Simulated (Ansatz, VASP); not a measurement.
Mg3ScBr3: VASP beside Ansatz

File INCAR:

```
PREC = Accurate
ENCUT = 600
EDIFF = 1E-6
ISMEAR = 0
SIGMA = 0.1
LREAL = F
LASPH = T
NELM = 100
ALGO = Normal
ISIF = 3
LWAVE = F
LCHARG = F
GGA = PE
IBRION = 2
NSW = 90
EDIFFG = -0.04
```

KPOINTS

```
regular mesh
0
Gamma
  4 4 4
```

The input POSCAR:

```
Mg3ScBr3
1.0
    5.6627772200      0.0000000000      0.0000000000
    0.0000000000      5.6627772200      0.0000000000
    0.0000000000      0.0000000000      5.6627772200
Mg Sc Br
3 1 3
Direct
    0.0000000000      0.5000000000      0.5000000000
    0.5000000000      0.5000000000      0.0000000000
    0.5000000000      0.0000000000      0.5000000000
    0.5000000000      0.5000000000      0.5000000000
    0.0000000000      0.5000000000      0.0000000000
    0.5000000000      0.0000000000      0.0000000000
    0.0000000000      0.0000000000      0.5000000000
```

Input for Ansatz:

```yaml
crystal:
  lattice:
    - [5.66277722, 0.0, 0.0]
    - [0.0, 5.66277722, 0.0]
    - [0.0, 0.0, 5.66277722]
  atoms:
    - { symbol: Mg, position: [0.0, 0.5, 0.5] }
    - { symbol: Mg, position: [0.5, 0.5, 0.0] }
    - { symbol: Mg, position: [0.5, 0.0, 0.5] }
    - { symbol: Sc, position: [0.5, 0.5, 0.5] }
    - { symbol: Br, position: [0.0, 0.5, 0.0] }
    - { symbol: Br, position: [0.5, 0.0, 0.0] }
    - { symbol: Br, position: [0.0, 0.0, 0.5] }
basis:
  ecutwfc: 420
kpoints:
  mp_grid: { grid: [4, 4, 4] }
hamiltonian:
  xc: pbe
scf:
  occupations: { method: gaussian, width: 0.1 }
  lower_state_search: "off"
output:
  forces: true
  stress: true
  eigenvalues: true
relax:
  adjacent_minimum: "off"
  f_tol: 0.04
  max_steps: 70
  cell: { stress_tol: 0.4 }
```

Change from the starting cell: species swapped into the Ce3GaBr3 type (Pm-3m, No. 221).

Alike in both runs: task relaxation of cell and atoms; functional PBE; k mesh 4 × 4 × 4; occupations gaussian, width 0.1 eV; no spin polarisation.

|  | VASP | Ansatz |
| --- | --- | --- |
| version | VASP 6.6.1 | Ansatz 0.2.0 |
| potentials or method | VASP PAW PBE potentials, release 64 (Mg, Sc_sv, Br), cutoff 600 eV | scalar-relativistic, plane waves, PAW |
| valence electrons in the cell | 38 | 62 |

VASP gave:

```
gap on the k mesh at the Fermi level, each at its own relaxed structure (eV) : none
relaxed volume (Å³/atom)                                                     : 31.33
relaxed cell length with the largest relative difference (Å)                 : 6.031
```

Task: Which values does Ansatz return?

Result: gap on the k mesh at the Fermi level, each at its own relaxed structure (eV): none; relaxed volume (Å³/atom): 30.82; relaxed cell length with the largest relative difference (Å): 5.998.

A gap of «none» marks a metal or a gap that the smearing closes. VASP's potentials hold 38 valence electrons a cell and Ansatz's 62, so a difference there can come from the potentials and not from the codes.

Noted on VASP's run: the volume moved by over 15 % at a fixed basis, so the end points are rough.
